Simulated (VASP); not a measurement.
# Y (I4/mmm) in VASP: further runs

The runs below take Y through single point, with PBEsol.

Program: VASP 6.6.1. These are calculated values, not measurements. Logs are shortened: lines on timing, memory, paths and dates and some standing lists are left out, and cuts for length are marked.

### Step 1. The cell of the first run

The structure is tetragonal, space group I4/mmm (No. 139). Conventional cell: a = 3.655 Å, b = 3.655 Å, c = 5.368 Å, α = 90.00°, β = 90.00°, γ = 90.00°. Within 4.8 Å of Y (site symmetry 4/mmm) lie 12 Y at 3.65 to 3.73 Å.

### Step 2. Single point, PBEsol (strain +0.040 along x and y, +0.080 along z)

File INCAR:

```
SYSTEM = Y
PREC = Accurate
ENCUT = 520
EDIFF = 1E-6
ISMEAR = 0
SIGMA = 0.15
LREAL = .False.
LASPH = .True.
NELM = 60
ALGO = Fast
ISIF = 2
LWAVE = .False.
LCHARG = .True.
GGA = PS
LELF = .True.
LVHAR = .True.
NBANDS = 12
```

File KPOINTS:

```
Automatic mesh
0
Gamma
  16 16 16
  0 0 0
```

File POSCAR:

```
Y
1.0
    0.0000000000      2.5844000000      2.6838000000
    2.5844000000      0.0000000000      2.6838000000
    2.5844000000      2.5844000000      0.0000000000
Y
1
Direct
    0.0000000000      0.0000000000      0.0000000000
```

Potentials or basis: VASP PAW PBE potentials, release 64 (Y_sv).

Run with:

```
> cat potpaw_PBE.64/Y_sv/POTCAR > POTCAR
> mpirun -np 1 vasp_std > vasp.out
```

OUTCAR:

```text
SYSTEM = Y
   PREC = Accurate
   ENCUT = 520
   EDIFF = 1E-6
   ISMEAR = 0
   LREAL = .False.
   LASPH = .True.
   NELM = 60
   ISIF = 2
   GGA = PS

 ion  position               nearest neighbor table
   1  0.000  0.000  0.000-

  LATTYP: Found a body centered tetragonal cell.
 ALAT       =     3.6548935306
 C/A-ratio  =     1.4686063917

  Lattice vectors:

 A1 = (  -2.5844000000,   0.0000000000,   2.6838000000)
 A2 = (   2.5844000000,   0.0000000000,   2.6838000000)
 A3 = (   0.0000000000,   2.5844000000,  -2.6838000000)

Analysis of symmetry for initial positions (statically):
=====================================================================
 Subroutine PRICEL returns:
 Original cell was already a primitive cell.

 Routine SETGRP: Setting up the symmetry group for a
 body centered tetragonal supercell.

 Subroutine GETGRP returns: Found 16 space group operations
 (whereof 16 operations were pure point group operations)
 out of a pool of 16 trial point group operations.

The static configuration has the point symmetry D_4h.

Analysis of symmetry for dynamics (positions and initial velocities):
=====================================================================
 Subroutine PRICEL returns:
 Original cell was already a primitive cell.

 Routine SETGRP: Setting up the symmetry group for a
 body centered tetragonal supercell.

 Subroutine GETGRP returns: Found 16 space group operations
 (whereof 16 operations were pure point group operations)
 out of a pool of 16 trial point group operations.

The dynamic configuration has the point symmetry D_4h.

 Subroutine INISYM returns: Found 16 space group operations
 (whereof 16 operations are pure point group operations),
 and found     1 'primitive' translations

----------------------------------------------------------------------------------------

                                     Primitive cell

  volume of cell :      35.8509

  direct lattice vectors                    reciprocal lattice vectors
     0.000000000  2.584400000  2.683800000    -0.193468503  0.193468503  0.186303003
     2.584400000  0.000000000  2.683800000     0.193468503 -0.193468503  0.186303003
     2.584400000  2.584400000  0.000000000     0.193468503  0.193468503 -0.186303003

  length of vectors
     3.725842965  3.725842965  3.654893531     0.331011983  0.331011983  0.331011983

  position of ions in fractional coordinates (direct lattice)
     0.000000000  0.000000000  0.000000000

  ion indices of the primitive-cell ions
   primitive index   ion index
                 1           1

----------------------------------------------------------------------------------------

 KPOINTS: Automatic mesh

Automatic generation of k-mesh.
 Grid dimensions read from file:
 generate k-points for:   16   16   16

 Generating k-lattice:

  Cartesian coordinates                     Fractional coordinates (reciprocal lattice)
    -0.012091781  0.012091781  0.011643938     0.062500000  0.000000000  0.000000000
     0.012091781 -0.012091781  0.011643938     0.000000000  0.062500000  0.000000000
     0.012091781  0.012091781 -0.011643938     0.000000000  0.000000000  0.062500000

  Length of vectors
     0.020688249  0.020688249  0.020688249

  Shift w.r.t. Gamma in fractional coordinates (k-lattice)
     0.000000000  0.000000000  0.000000000

 Subroutine IBZKPT returns following result:
 ===========================================

 Found    349 irreducible k-points:

 Following reciprocal coordinates:
            Coordinates               Weight
  0.000000  0.000000  0.000000      1.000000
  0.062500  0.000000  0.000000      8.000000
  0.125000  0.000000  0.000000      8.000000
  0.187500  0.000000  0.000000      8.000000
  0.250000  0.000000  0.000000      8.000000
  0.312500  0.000000  0.000000      8.000000
[... 16 lines left out ...]
 -0.125000  0.062500  0.000000      8.000000
 -0.062500  0.062500  0.000000      4.000000
 [... further k-points ...]
   k-points           NKPTS =    349   k-points in BZ     NKDIM =    349   number of bands    NBANDS=     12
   number of dos      NEDOS =    301   number of ions     NIONS =      1
   total plane-waves  NPLWV =  21952
   dimension x,y,z NGX =    28 NGY =   28 NGZ =   28
   dimension x,y,z NGXF=    56 NGYF=   56 NGZF=   56
   ions per type =               1
   NGX,Y,Z   is equivalent  to a cutoff of  12.49, 12.49, 12.74 a.u.
   NGXF,Y,Z  is equivalent  to a cutoff of  24.99, 24.99, 25.47 a.u.
 SYSTEM =  Y
   PREC   = accura    normal or accurate (medium, high low for compatibility)
   ISTART =      0    job   : 0-new  1-cont  2-samecut
   ICHARG =      2    charge: 1-file 2-atom 10-const
   ISPIN  =      1    spin polarized calculation?
   LNONCOLLINEAR =      F non collinear calculations
   LSORBIT =      F    spin-orbit coupling
   LASPH  =      T    aspherical Exc in radial PAW
   ENCUT  =  520.0 eV  38.22 Ry    6.18 a.u.   6.93  6.93  6.80*2*pi/ulx,y,z
   NELM   =     60;   NELMIN=  2; NELMDL= -5     # of ELM steps
   EDIFF  = 0.1E-05   stopping-criterion for ELM
   LREAL  =      F    real-space projection
   EDIFFG = 0.1E-04   stopping-criterion for IOM
   NSW    =      0    number of steps for IOM
   IBRION =     -1    ionic relax: 0-MD 1-quasi-New 2-CG
   NFREE  =      0    steps in history (QN), initial steepest desc. (CG)
   ISIF   =      2    stress and relaxation
   ISYM   =      2    0-nonsym 1-usesym 2-fastsym
   POTIM  = 0.5000    time-step for ionic-motion
   TEBEG  =    0.0;   TEEND  =   0.0 temperature during run
   PSTRESS=    0.0 pullay stress
   NELECT =      11.0000    total number of electrons
   NUPDOWN=      -1.0000    fix difference up-down
   EMIN   =  10.00;   EMAX   =-10.00  energy-range for DOS
   EFERMI =   0.00;   METHOD = LEGACY
   ISMEAR =     0;   SIGMA  =   0.15  broadening in eV -4-tet -1-fermi 0-gaus
   EFERMI_NEDOS =   21; number of points for ismear=-14 and -15
   IALGO  =     68    algorithm
   IMIX   =      4    mixing-type and parameters
     AMIX     =   0.40;   BMIX     =  1.00
     AMIX_MAG =   1.60;   BMIX_MAG =  1.00
  volume/ion in A,a.u.               =      35.85       241.93
  Fermi-wavevector in a.u.,A,eV,Ry     =   1.104178  2.086594 16.588354  1.219210
  Thomas-Fermi vector in A             =   2.240647
   LORBIT       =      0    0 simple, 1 ext, 2 COOP (PROOUT), +10 PAW based schemes
   GGA     = PS    functional components
   LHFCALC =     F    Hartree Fock is set to
   AEXX    =    0.0000 exact exchange contribution
   IVDW    =     0    specifies the selected vdW correction
   LEPSILON=     F    determine dielectric tensor
   LRPA    =     F    only Hartree local field effects (RPA)
 non-spin polarized calculation
 RMM-DIIS sequential band-by-band and
 Gauss-broadening in eV      SIGMA  =   0.15
  energy-cutoff  :      520.00
  volume of cell :       35.85
 maximum number of plane-waves:       983
   NGX = 13   NGY = 13   NGZ = 13

 number of electron      10.9999999 magnetization

 Free energy of the ion-electron system (eV)
  ---------------------------------------------------
  ext. energy  EPLUGINS =         0.00000000
  ---------------------------------------------------
  free energy    TOTEN  =        -6.71896474 eV

  energy without entropy =       -6.69771406  energy(sigma->0) =       -6.70833940

 E-fermi :   2.5332     XC(G=0):  -9.1961

 val. band max:        2.5278396739   @ k =  -0.2500   0.2500   0.1250
 cond. band min:       2.5364276677   @ k =  -0.3750   0.1875   0.1250
 fundamental gap:      0.0085879938
 Fermi energy:         2.5331584665

 k-point     1 :       0.0000    0.0000    0.0000
  band No.  band energies     occupation
      1     -40.3187      2.00000
      2     -20.0912      2.00000
      3     -20.0900      2.00000
      4     -20.0900      2.00000
      5      -2.0776      2.00000
      6       4.0104      0.00000
      7       4.2971      0.00000
      8       4.2971      0.00000
      9       5.7644      0.00000
     10       6.1678      0.00000
     11      11.2586      0.00000
     12      13.8037      0.00000

 k-point     2 :       0.0625    0.0000    0.0000
  band No.  band energies     occupation
      1     -40.3171      2.00000
      2     -20.1068      2.00000
      3     -20.0934      2.00000
      4     -20.0918      2.00000
      5      -1.9892      2.00000
      6       3.9969      0.00000
      7       4.2521      0.00000
      8       4.3397      0.00000
      9       5.7279      0.00000
     10       6.1162      0.00000
     11      11.4592      0.00000
     12      13.6523      0.00000

 k-point     3 :       0.1250    0.0000    0.0000
  band No.  band energies     occupation
      1     -40.3125      2.00000
      2     -20.1530      2.00000
      3     -20.1006      2.00000
      4     -20.0966      2.00000
      5      -1.7312      2.00000
      6       3.8243      0.00000
      7       4.2655      0.00000
      8       4.4491      0.00000
      9       5.6612      0.00000
     10       5.9993      0.00000
     11      11.9676      0.00000
     12      12.9300      0.00000

 k-point     4 :       0.1875    0.0000    0.0000
  band No.  band energies     occupation
      1     -40.3056      2.00000
      2     -20.2215      2.00000
      3     -20.1113      2.00000
      4     -20.1038      2.00000
      5      -1.3262      2.00000
      6       3.5196      0.00000
      7       4.3181      0.00000
      8       4.5594      0.00000
      9       5.6819      0.00000
     10       5.9260      0.00000
     11      11.9172      0.00000
     12      12.8409      0.00000

 k-point     5 :       0.2500    0.0000    0.0000
  band No.  band energies     occupation
      1     -40.2974      2.00000
      2     -20.3009      2.00000
      3     -20.1239      2.00000
      4     -20.1123      2.00000
      5      -0.8154      2.00000
      6       3.2157      0.00000
      7       4.2775      0.00000
      8       4.5707      0.00000
      9       5.9040      0.00000
     10       6.0315      0.00000
     11      11.2075      0.00000
     12      13.1257      0.00000
[... 228 lines left out ...]
      1     -40.2932      2.00000
      2     -20.3342      2.00000
      3     -20.1423      2.00000
      4     -20.1107      2.00000
      5      -0.5450      2.00000
      6       3.0819      0.00000
      7       4.1795      0.00000
      8       4.6143      0.00000
      9       5.8153      0.00000
     10       6.3576      0.00000
     11      11.0407      0.00000
     12      13.1050      0.00000

 k-point    22 :      -0.1875    0.0625    0.0000
  band No.  band energies     occupation
      1     -40.3014      2.00000
      2     -20.2570      2.00000
      3     -20.1280      2.00000
      4     -20.1022      2.00000
      5      -1.0786      2.00000
      6       3.3687      0.00000
      7       4.2652      0.00000
      8       4.6534      0.00000
      9       5.6411      0.00000
     10       6.0193      0.00000
     11      11.7426      0.00000
     12      13.0980      0.00000

 k-point    23 :      -0.1250    0.0625    0.0000
  band No.  band energies     occupation
      1     -40.3088      2.00000
      2     -20.1859      2.00000
      3     -20.1141      2.00000
      4     -20.0956      2.00000
      5      -1.5258      2.00000
      6       3.7023      0.00000
      7       4.2375      0.00000
      8       4.5411      0.00000
      9       5.7334      0.00000
     10       5.8504      0.00000
     11      12.2926      0.00000
     12      12.6954      0.00000

 k-point    24 :      -0.0625    0.0625    0.0000
  band No.  band energies     occupation
      1     -40.3143      2.00000
      2     -20.1328      2.00000
      3     -20.1019      2.00000
      4     -20.0919      2.00000
      5      -1.8385      2.00000
      6       4.0119      0.00000
      7       4.1314      0.00000
      8       4.4061      0.00000
      9       5.7923      0.00000
     10       5.9373      0.00000
     11      11.7849      0.00000
     12      13.3855      0.00000

 [... further k-points ...]
[... 5 lines left out ...]
  --------------------------------------------------------------------------------------
  -------------------------------------------------------------------------------------
  Total       -1.0367170     -1.0367170     -1.2697452      0.0000000      0.0000000     -0.0000000
  in kB      -46.3309485    -46.3309485    -56.7449934      0.0000000      0.0000000     -0.0000000
  external PRESSURE =     -49.8022968 kB  Pullay stress =       0.0000000 kB

 VOLUME and BASIS-vectors are now :
 -----------------------------------------------------------------------------
  energy-cutoff  :      520.00
  volume of cell :       35.85
      direct lattice vectors                 reciprocal lattice vectors
     0.000000000  2.584400000  2.683800000    -0.193468503  0.193468503  0.186303003
     2.584400000  0.000000000  2.683800000     0.193468503 -0.193468503  0.186303003
     2.584400000  2.584400000  0.000000000     0.193468503  0.193468503 -0.186303003

 POSITION                                       TOTAL-FORCE (eV/Angst)
 -----------------------------------------------------------------------------------
      0.00000      0.00000      0.00000         0.000000      0.000000      0.000000
 -----------------------------------------------------------------------------------
    total drift:                               -0.000000     -0.000000     -0.000000

  FREE ENERGIE OF THE ION-ELECTRON SYSTEM (eV)
  ---------------------------------------------------
  free  energy   TOTEN  =        -6.7189647408 eV

  energy  without entropy=       -6.6977140647  energy(sigma->0) =       -6.70833940
```

Wall time 77 s (1 thread of Intel Xeon 6975P-C (Granite Rapids), shared host); peak memory 0.3 GiB.

What came out:

```yaml
Free_energy: -6.7190 eV
Pressure: -5.0 GPa
```

Stress tensor (GPa, compression positive):
```
-4.63  0.00  0.00
 0.00 -4.63  0.00
 0.00  0.00 -5.67
```

Caveat: the cell differs from its parent crystal (strain +0.040 along x and y, +0.080 along z); the PAW data sets were made with another functional, which shifts forces and pressure a little.

### Step 3. Single point, PBEsol (strain -0.080 along x and y, -0.040 along z)

File INCAR:

```
SYSTEM = Y
PREC = Accurate
ENCUT = 520
EDIFF = 1E-6
ISMEAR = 0
SIGMA = 0.15
LREAL = .False.
LASPH = .True.
NELM = 60
ALGO = Normal
ISIF = 2
LWAVE = .False.
LCHARG = .False.
GGA = PS
NBANDS = 12
```

KPOINTS is that of step 2.

File POSCAR:

```
Y
1.0
    0.0000000000      2.2862000000      2.3856000000
    2.2862000000      0.0000000000      2.3856000000
    2.2862000000      2.2862000000      0.0000000000
Y
1
Direct
    0.0000000000      0.0000000000      0.0000000000
```

Potentials or basis: VASP PAW PBE potentials, release 64 (Y_sv).

Run with:

```
> cat potpaw_PBE.64/Y_sv/POTCAR > POTCAR
> mpirun -np 1 vasp_std > vasp.out
```

Run time: 37 s. Hardware: 1 thread of Intel Xeon 6975P-C (Granite Rapids), shared host; peak memory 0.26 GiB.

Results (log left out):

```
Free energy : -6.6161 eV
Pressure    : 12.1 GPa
```

Stress tensor (GPa, compression positive):
```
12.59  0.00  0.00
 0.00 12.59  0.00
 0.00  0.00 11.05
```

Levels at points of the mesh, in eV from the Fermi level:
| k point | band 4 | band 5 | band 6 | band 7 | band 8 | band 9 |
| --- | --- | --- | --- | --- | --- | --- |
| (0.00, 0.00, 0.00) | -21.40 | -5.02 | 1.77 | 2.22 | 2.22 | 4.44 |
| (0.50, 0.00, 0.00) | -21.53 | -2.32 | 1.56 | 1.74 | 2.07 | 6.74 |
| (0.50, 0.50, 0.00) | -21.81 | -2.44 | -1.36 | 3.23 | 6.96 | 7.49 |
| (0.50, 0.00, 0.50) | -21.85 | -2.44 | -1.48 | 3.86 | 6.84 | 7.21 |

Caveat: the cell differs from its parent crystal (strain -0.080 along x and y, -0.040 along z); the PAW data sets were made with another functional, which shifts forces and pressure a little.

### Step 4. Single point, PBEsol (strain -0.040 along x and y, +0.000 along z)

File INCAR:

```
PREC = Accurate
ENCUT = 520
EDIFF = 1E-6
ISMEAR = 0
SIGMA = 0.15
LREAL = False
LASPH = True
NELM = 80
ALGO = Normal
ISIF = 2
LWAVE = False
LCHARG = False
GGA = PS
NBANDS = 12
```

File KPOINTS:

```
regular mesh
0
Gamma
  16 16 16
```

File POSCAR:

```
Y
1.0
    0.0000000000      2.3856000000      2.4850000000
    2.3856000000      0.0000000000      2.4850000000
    2.3856000000      2.3856000000      0.0000000000
Y
1
Direct
    0.0000000000      0.0000000000      0.0000000000
```

Run with:

```
> cat potpaw_PBE.64/Y_sv/POTCAR > POTCAR
> mpirun -np 1 vasp_std > vasp.out
```

Wall time 91 s (1 thread of AMD EPYC 7R13 (Zen 3), shared host); peak memory 0.25 GiB.

Results (log left out):

```yaml
Free_energy: -6.7782 eV
Pressure: 4.0 GPa
```

Stress tensor (GPa, compression positive):
```
4.43 0.00 0.00
0.00 4.43 0.00
0.00 0.00 3.00
```

Levels at points of the mesh, in eV from the Fermi level:
```tsv
k point	band 2	band 3	band 4	band 5	band 6	band 7	band 8	band 9
(0.00, 0.00, 0.00)	-21.85	-21.84	-21.84	-4.95	1.68	2.06	2.06	4.00
(0.50, 0.00, 0.00)	-22.75	-21.99	-21.93	-2.17	1.12	1.50	1.94	5.95
(0.50, 0.50, 0.00)	-22.68	-22.12	-22.12	-2.11	-1.08	2.43	6.12	6.57
(0.50, 0.00, 0.50)	-22.69	-22.22	-22.15	-2.08	-1.18	2.98	6.03	6.35
```

Caveat: the cell differs from its parent crystal (strain -0.040 along x and y, +0.000 along z); the PAW data sets were made with another functional, which shifts forces and pressure a little.

### Step 5. Single point, PBEsol (strain +0.000 along x and y, +0.040 along z)

File INCAR:

```
PREC     = Accurate       # precision mode
ENCUT    = 520            # plane-wave cutoff, eV
EDIFF    = 1E-6           # SCF threshold, eV
ISMEAR   = 0              # smearing method
SIGMA    = 0.15           # smearing width, eV
LREAL    = F              # projectors in reciprocal space
LASPH    = T              # aspherical terms in the spheres
NELM     = 80             # most SCF steps
ALGO     = Normal         # electronic algorithm
ISIF     = 2              # what is computed and relaxed
LWAVE    = F              # write WAVECAR
LCHARG   = F              # write CHGCAR
GGA      = PS             # functional
NBANDS   = 12             # bands
```

File KPOINTS:

```
Automatic mesh
0
Gamma
  16 16 16
```

File POSCAR:

```
Y
1.0
    0.0000000000      2.4850000000      2.5844000000
    2.4850000000      0.0000000000      2.5844000000
    2.4850000000      2.4850000000      0.0000000000
Y
1
Direct
    0.0000000000      0.0000000000      0.0000000000
```

Run with:

```
> cat potpaw_PBE.64/Y_sv/POTCAR > POTCAR
> mpirun -np 1 vasp_std > vasp.out
```

Run time: 1.7 min. Hardware: 1 thread of AMD EPYC 7R13 (Zen 3), shared host; peak memory 0.26 GiB.

It converged, with:

| Quantity | Value |
| --- | --- |
| Free energy | -6.8016 eV |
| Pressure | -1.5 GPa |

Stress tensor (GPa, compression positive):
```
-1.09  0.00  0.00
 0.00 -1.09  0.00
 0.00  0.00 -2.31
```

Levels at points of the mesh, in eV from the Fermi level:
| k point | band 3 | band 4 | band 5 | band 6 | band 7 | band 8 |
| --- | --- | --- | --- | --- | --- | --- |
| (0.00, 0.00, 0.00) | -22.25 | -22.25 | -4.80 | 1.58 | 1.91 | 1.91 |
| (0.50, 0.00, 0.00) | -22.34 | -22.31 | -2.02 | 0.69 | 1.44 | 1.81 |
| (0.50, 0.50, 0.00) | -22.44 | -22.44 | -1.84 | -0.86 | 1.85 | 5.39 |
| (0.50, 0.00, 0.50) | -22.50 | -22.45 | -1.78 | -0.94 | 2.33 | 5.32 |

Caveat: the cell differs from its parent crystal (strain +0.000 along x and y, +0.040 along z); the PAW data sets were made with another functional, which shifts forces and pressure a little.

### Step 6. Overview

| cell | gap on the mesh (eV) | pressure (GPa) |
| --- | --- | --- |
| a = 3.726, b = 3.726, c = 3.655 Å, angles 60.6, 60.6, 58.7°, 1 atom | none | -5.0 |
| a = 3.304, b = 3.304, c = 3.233 Å, angles 60.7, 60.7, 58.6°, 1 atom | none | 12.1 |
| a = 3.445, b = 3.445, c = 3.374 Å, angles 60.7, 60.7, 58.6°, 1 atom | none | 4.0 |
| a = 3.585, b = 3.585, c = 3.514 Å, angles 60.7, 60.7, 58.7°, 1 atom | none | -1.5 |

Alike in all rows: task single point; level PBEsol; potentials or basis VASP PAW PBE potentials, release 64 (Y_sv); no spin polarisation; k mesh 16 × 16 × 16; cutoff (eV) 520; smearing gaussian 0.15 eV.

Caveats: the PAW data sets were made with another functional, which shifts forces and pressure a little.

Absolute energies hang on the potentials; compare differences alone.
